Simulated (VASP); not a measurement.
# Al3Ni5 (Amm2) in VASP: notebook

Al3Ni5 is run at these levels: PBEsol; tasks: single point.

Program: VASP 6.6.1. These are calculated values, not measurements. Logs are shortened: lines on timing, memory, paths and dates and some standing lists are left out, and cuts for length are marked.

**1. The cell of the first run**

Symmetry: Amm2, No. 38, orthorhombic system. The conventional cell has a = 3.720 Å, b = 6.587 Å, c = 7.384 Å, α = 90.00°, β = 90.00°, γ = 90.00°. Al (site symmetry mm2) has 8 Ni at 2.37 to 2.49 Å and 4 Al at 2.73 to 2.82 Å within 3.1 Å. Within 3.4 Å of Al (site symmetry mm2) lie 10 Ni at 2.44 to 2.54 Å and 5 Al at 2.73 to 3.32 Å. Within 3.4 Å of Al (site symmetry mm2) lie 10 Ni at 2.43 to 2.55 Å and 5 Al at 2.82 to 3.32 Å. Within 3.3 Å of Ni (site symmetry mm2) lie 6 Al at 2.44 to 3.30 Å and 8 Ni at 2.47 to 2.60 Å. Ni (site symmetry m) has 6 Al at 2.45 to 2.54 Å and 7 Ni at 2.47 to 3.14 Å within 3.2 Å. Within 3.1 Å of Ni (site symmetry m) lie 6 Al at 2.37 to 2.55 Å and 7 Ni at 2.60 to 2.95 Å.

**2. Single point, PBEsol (atoms displaced along a vibrational mode)**

INCAR reads:

```
SYSTEM = Al3Ni5
ALGO = Fast ; EDIFF = 1E-6
ENCUT = 520 ; GGA = PS
ISIF = 2 ; ISMEAR = 0
LASPH = .True. ; LCHARG = .False.
LREAL = .False. ; LWAVE = .False.
NBANDS = 40 ; NELM = 100
PREC = Accurate ; SIGMA = 0.15
```

KPOINTS reads:

```
k-points
0
Gamma
  8 8 10
  0 0 0
```

POSCAR reads:

```
Al3Ni5
1.0
    3.2933322733     -3.6919375996      0.0000000000
    3.2933322733      3.6919375996      0.0000000000
    0.0000000000      0.0000000000      3.7203545688
Al Ni
3 5
Direct
    0.5078035974      0.4921964026      0.0000000000
    0.7792664800      0.2207335200      0.5000000000
    0.2198887224      0.7801112776      0.5000000000
   -0.0078229920      0.0078229920      0.0000000000
    0.0123296770      0.5103333841      0.0000000000
    0.4896666159     -0.0123296770      0.0000000000
    0.2775511656      0.2749234484      0.5000000000
    0.7250765516      0.7224488344      0.5000000000
```

Potentials or basis: VASP PAW PBE potentials, release 64 (Al, Ni).

On the command line:

```
$ cat potpaw_PBE.64/Al/POTCAR potpaw_PBE.64/Ni/POTCAR > POTCAR
$ mpirun -np 1 vasp_std > vasp.out
```

OUTCAR:

```text
SYSTEM = Al3Ni5
   EDIFF = 1E-6
   ENCUT = 520
   GGA = PS
   ISIF = 2
   ISMEAR = 0
   LASPH = .True.
   LREAL = .False.
   NELM = 100
   PREC = Accurate

 ion  position               nearest neighbor table
   1  0.508  0.492  0.000-   7 2.37   8 2.37   7 2.37   8 2.37   5 2.46   6 2.46   5 2.49   6 2.49
                             2 2.73   2 2.73   3 2.82   3 2.82
   2  0.779  0.221  0.500-   4 2.44   4 2.44   8 2.45   7 2.45   8 2.53   7 2.53   5 2.54   5 2.54
                             6 2.54   6 2.54   1 2.73   1 2.73   3 3.25   3 3.32   3 3.32
   3  0.220  0.780  0.500-   7 2.43   8 2.43   5 2.45   6 2.45   5 2.45   6 2.45   4 2.51   4 2.51
                             8 2.55   7 2.55   1 2.82   1 2.82   2 3.25   2 3.32   2 3.32
   4  0.992  0.008  0.000-   2 2.44   2 2.44   6 2.47   5 2.47   5 2.48   6 2.48   3 2.51   3 2.51
                             8 2.60   7 2.60   8 2.60   7 2.60
   5  0.012  0.510  0.000-   3 2.45   3 2.45   1 2.46   4 2.47   4 2.48   1 2.49   2 2.54   2 2.54
                             7 2.62   7 2.62   8 2.63   8 2.63
   6  0.490  0.988  0.000-   3 2.45   3 2.45   1 2.46   4 2.47   4 2.48   1 2.49   2 2.54   2 2.54
                             8 2.62   8 2.62   7 2.63   7 2.63
   7  0.278  0.275  0.500-   1 2.37   1 2.37   3 2.43   2 2.45   2 2.53   3 2.55   4 2.60   4 2.60
                             5 2.62   5 2.62   6 2.63   6 2.63   8 2.95
   8  0.725  0.722  0.500-   1 2.37   1 2.37   3 2.43   2 2.45   2 2.53   3 2.55   4 2.60   4 2.60
                             6 2.62   6 2.62   5 2.63   5 2.63   7 2.95

  LATTYP: Found a base centered orthorhombic cell.
 ALAT       =     6.5866645466
 B/A-ratio  =     1.1210340449
 C/A-ratio  =     0.5648313410

  Lattice vectors:

 A1 = (   3.2933322733,  -3.6919375996,   0.0000000000)
 A2 = (   3.2933322733,   3.6919375996,   0.0000000000)
 A3 = (   0.0000000000,   0.0000000000,   3.7203545688)

Analysis of symmetry for initial positions (statically):
=====================================================================
 Subroutine PRICEL returns:
 Original cell was already a primitive cell.

 Routine SETGRP: Setting up the symmetry group for a
 base centered orthorhombic supercell.

 Subroutine GETGRP returns: Found  4 space group operations
 (whereof  4 operations were pure point group operations)
 out of a pool of  8 trial point group operations.

The static configuration has the point symmetry C_2v.

Analysis of symmetry for dynamics (positions and initial velocities):
=====================================================================
 Subroutine PRICEL returns:
 Original cell was already a primitive cell.

 Routine SETGRP: Setting up the symmetry group for a
 base centered orthorhombic supercell.

 Subroutine GETGRP returns: Found  4 space group operations
 (whereof  4 operations were pure point group operations)
 out of a pool of  8 trial point group operations.

The dynamic configuration has the point symmetry C_2v.

 Subroutine INISYM returns: Found  4 space group operations
 (whereof  4 operations are pure point group operations),
 and found     1 'primitive' translations

----------------------------------------------------------------------------------------

                                     Primitive cell

  volume of cell :      90.4699

  direct lattice vectors                    reciprocal lattice vectors
     3.293332273 -3.691937600  0.000000000     0.151821911 -0.135430241  0.000000000
     3.293332273  3.691937600  0.000000000     0.151821911  0.135430241  0.000000000
     0.000000000  0.000000000  3.720354569     0.000000000  0.000000000  0.268791585

  length of vectors
     4.947367047  4.947367047  3.720354569     0.203448379  0.203448379  0.268791585

  position of ions in fractional coordinates (direct lattice)
     0.507803597  0.492196403  0.000000000
     0.779266480  0.220733520  0.500000000
     0.219888722  0.780111278  0.500000000
     0.992177008  0.007822992  0.000000000
     0.012329677  0.510333384  0.000000000
     0.489666616  0.987670323  0.000000000
     0.277551166  0.274923448  0.500000000
     0.725076552  0.722448834  0.500000000

  ion indices of the primitive-cell ions
   primitive index   ion index
                 1           1
                 2           2
                 3           3
                 4           4
                 5           5
                 6           6
                 7           7
                 8           8

----------------------------------------------------------------------------------------

 KPOINTS: k-points

Automatic generation of k-mesh.
 Grid dimensions read from file:
 generate k-points for:    8    8   10

 Generating k-lattice:

  Cartesian coordinates                     Fractional coordinates (reciprocal lattice)
     0.018977739 -0.016928780  0.000000000     0.125000000  0.000000000  0.000000000
     0.018977739  0.016928780  0.000000000     0.000000000  0.125000000  0.000000000
     0.000000000  0.000000000  0.026879158     0.000000000  0.000000000  0.100000000

  Length of vectors
     0.025431047  0.025431047  0.026879158

  Shift w.r.t. Gamma in fractional coordinates (k-lattice)
     0.000000000  0.000000000  0.000000000

 Subroutine IBZKPT returns following result:
 ===========================================

 Found    126 irreducible k-points:

 Following reciprocal coordinates:
            Coordinates               Weight
  0.000000  0.000000  0.000000      1.000000
  0.125000  0.000000  0.000000      4.000000
  0.250000  0.000000  0.000000      4.000000
  0.375000  0.000000  0.000000      4.000000
  0.500000  0.000000  0.000000      2.000000
  0.125000  0.125000  0.000000      2.000000
[... 16 lines left out ...]
  0.125000  0.000000  0.100000      8.000000
  0.250000  0.000000  0.100000      8.000000
 [... further k-points ...]
   k-points           NKPTS =    126   k-points in BZ     NKDIM =    126   number of bands    NBANDS=     40
   number of dos      NEDOS =    301   number of ions     NIONS =      8
   total plane-waves  NPLWV =  44800
   dimension x,y,z NGX =    40 NGY =   40 NGZ =   28
   dimension x,y,z NGXF=    80 NGYF=   80 NGZF=   56
   ions per type =               3   5
   NGX,Y,Z   is equivalent  to a cutoff of  13.44, 13.44, 12.51 a.u.
   NGXF,Y,Z  is equivalent  to a cutoff of  26.88, 26.88, 25.02 a.u.
 SYSTEM =  Al3Ni5
   PREC   = accura    normal or accurate (medium, high low for compatibility)
   ISTART =      0    job   : 0-new  1-cont  2-samecut
   ICHARG =      2    charge: 1-file 2-atom 10-const
   ISPIN  =      1    spin polarized calculation?
   LNONCOLLINEAR =      F non collinear calculations
   LSORBIT =      F    spin-orbit coupling
   LASPH  =      T    aspherical Exc in radial PAW
   ENCUT  =  520.0 eV  38.22 Ry    6.18 a.u.   9.20  9.20  6.92*2*pi/ulx,y,z
   NELM   =    100;   NELMIN=  2; NELMDL= -5     # of ELM steps
   EDIFF  = 0.1E-05   stopping-criterion for ELM
   LREAL  =      F    real-space projection
   EDIFFG = 0.1E-04   stopping-criterion for IOM
   NSW    =      0    number of steps for IOM
   IBRION =     -1    ionic relax: 0-MD 1-quasi-New 2-CG
   NFREE  =      0    steps in history (QN), initial steepest desc. (CG)
   ISIF   =      2    stress and relaxation
   ISYM   =      2    0-nonsym 1-usesym 2-fastsym
   POTIM  = 0.5000    time-step for ionic-motion
   TEBEG  =    0.0;   TEEND  =   0.0 temperature during run
   PSTRESS=    0.0 pullay stress
   NELECT =      59.0000    total number of electrons
   NUPDOWN=      -1.0000    fix difference up-down
   EMIN   =  10.00;   EMAX   =-10.00  energy-range for DOS
   EFERMI =   0.00;   METHOD = LEGACY
   ISMEAR =     0;   SIGMA  =   0.15  broadening in eV -4-tet -1-fermi 0-gaus
   EFERMI_NEDOS =   21; number of points for ismear=-14 and -15
   IALGO  =     68    algorithm
   IMIX   =      4    mixing-type and parameters
     AMIX     =   0.40;   BMIX     =  1.00
     AMIX_MAG =   1.60;   BMIX_MAG =  1.00
  volume/ion in A,a.u.               =      11.31        76.32
  Fermi-wavevector in a.u.,A,eV,Ry     =   1.419681  2.682808 27.422461  2.015494
  Thomas-Fermi vector in A             =   2.540676
   LORBIT       =      0    0 simple, 1 ext, 2 COOP (PROOUT), +10 PAW based schemes
   GGA     = PS    functional components
   LHFCALC =     F    Hartree Fock is set to
   AEXX    =    0.0000 exact exchange contribution
   IVDW    =     0    specifies the selected vdW correction
   LEPSILON=     F    determine dielectric tensor
   LRPA    =     F    only Hartree local field effects (RPA)
 non-spin polarized calculation
 RMM-DIIS sequential band-by-band and
 Gauss-broadening in eV      SIGMA  =   0.15
  energy-cutoff  :      520.00
  volume of cell :       90.47
 maximum number of plane-waves:      2461
 NGX is ok and might be reduce to    40
   NGX = 19   NGY = 19   NGZ = 13

 number of electron      58.9999948 magnetization

 Free energy of the ion-electron system (eV)
  ---------------------------------------------------
  ext. energy  EPLUGINS =         0.00000000
  ---------------------------------------------------
  free energy    TOTEN  =       -47.60312995 eV

  energy without entropy =      -47.55988275  energy(sigma->0) =      -47.58150635

 E-fermi :  10.0619     XC(G=0): -12.6258

 val. band max:       10.0576274596   @ k =   0.3750   0.3750   0.4000
 cond. band min:      10.0655194063   @ k =  -0.3750   0.3750   0.4000
 fundamental gap:      0.0078919467
 Fermi energy:        10.0619137208

 k-point     1 :       0.0000    0.0000    0.0000
  band No.  band energies     occupation
      1      -0.8141      2.00000
      2       3.9494      2.00000
      3       4.1132      2.00000
      4       4.9911      2.00000
      5       5.6119      2.00000
      6       5.7509      2.00000
[... 32 lines left out ...]
     39      17.0091      0.00000
[... 988 lines left out ...]
     39      17.3000      0.00000
     40      17.5577      0.00000

 [... further k-points ...]

------------------------ aborting loop because EDIFF is reached ----------------------------------------

  FORCE on cell =-STRESS in cart. coord.  units (eV):
  Direction    XX          YY          ZZ          XY          YZ          ZX
  --------------------------------------------------------------------------------------
  -------------------------------------------------------------------------------------
  Total       -0.0964250      0.1654629      0.4513670      0.0000000      0.0000000      0.0000000
  in kB       -1.7076389      2.9302663      7.9934847      0.0000000      0.0000000      0.0000000
  external PRESSURE =       3.0720374 kB  Pullay stress =       0.0000000 kB

 VOLUME and BASIS-vectors are now :
 -----------------------------------------------------------------------------
  energy-cutoff  :      520.00
  volume of cell :       90.47
      direct lattice vectors                 reciprocal lattice vectors
     3.293332273 -3.691937600  0.000000000     0.151821911 -0.135430241  0.000000000
     3.293332273  3.691937600  0.000000000     0.151821911  0.135430241  0.000000000
     0.000000000  0.000000000  3.720354569     0.000000000  0.000000000  0.268791585

 POSITION                                       TOTAL-FORCE (eV/Angst)
 -----------------------------------------------------------------------------------
      3.29333     -0.05762      0.00000         0.000000      0.091593      0.000000
      3.29333     -2.06207      1.86018         0.000000     -0.019096      0.000000
      3.29333      2.06831      1.86018         0.000000      0.008629      0.000000
      3.29333     -3.63417      0.00000         0.000000     -0.199258      0.000000
      1.72130      1.83860      0.00000        -0.260933      0.025289      0.000000
      4.86536      1.83860      0.00000         0.260933      0.025289      0.000000
      1.81948     -0.00970      1.86018        -0.003679      0.033777      0.000000
      4.76718     -0.00970      1.86018         0.003679      0.033777      0.000000
 -----------------------------------------------------------------------------------
    total drift:                               -0.000000     -0.001217      0.000000

  FREE ENERGIE OF THE ION-ELECTRON SYSTEM (eV)
  ---------------------------------------------------
  free  energy   TOTEN  =       -47.6031299511 eV

  energy  without entropy=      -47.5598827522  energy(sigma->0) =      -47.58150635
```

Wall time 13 min (1 thread of Intel Xeon 8259CL, shared host); peak memory 0.45 GiB.

Results:

- Free energy: -47.6031 eV
- Pressure: 0.3 GPa
- Largest force: 0.262 eV/Å
- Band gap on the k mesh: zero (an odd number of electrons rules out a gap without spin polarisation)

Forces on the atoms (eV/Å):
```
Al   0.000  0.092  0.000
Al   0.000 -0.019  0.000
Al   0.000  0.009  0.000
Ni   0.000 -0.199  0.000
Ni  -0.261  0.025  0.000
Ni   0.261  0.025  0.000
Ni  -0.004  0.034  0.000
Ni   0.004  0.034  0.000
```

Levels at points of the mesh, in eV from the Fermi level:
```tsv
k point	band 25	band 26	band 27	band 28	band 29	band 30	band 31	band 32	band 33	band 34
(0.00, 0.00, 0.00)	-1.08	-0.96	-0.87	-0.74	-0.63	-0.55	0.08	0.44	2.05	4.15
(0.50, 0.00, 0.00)	-1.05	-1.01	-0.97	-0.76	-0.32	-0.24	1.14	2.01	2.24	3.62
(0.50, 0.50, 0.00)	-1.22	-1.11	-1.08	-1.03	-0.55	3.13	3.31	3.58	3.70	3.76
(0.00, 0.00, 0.50)	-1.60	-1.39	-1.22	-1.11	-0.73	-0.71	-0.34	2.14	2.48	2.73
(0.50, 0.00, 0.50)	-1.43	-1.23	-1.16	-1.09	-0.56	0.68	0.98	0.99	1.03	2.79
(0.50, 0.50, 0.50)	-1.37	-1.33	-1.25	-1.16	-1.07	-0.15	-0.12	0.10	0.14	6.44
```

Caveat: the cell differs from its parent crystal (atoms displaced along a vibrational mode); the PAW data sets were made with another functional, which shifts forces and pressure a little.

(Part 1 of 2 ends here.)
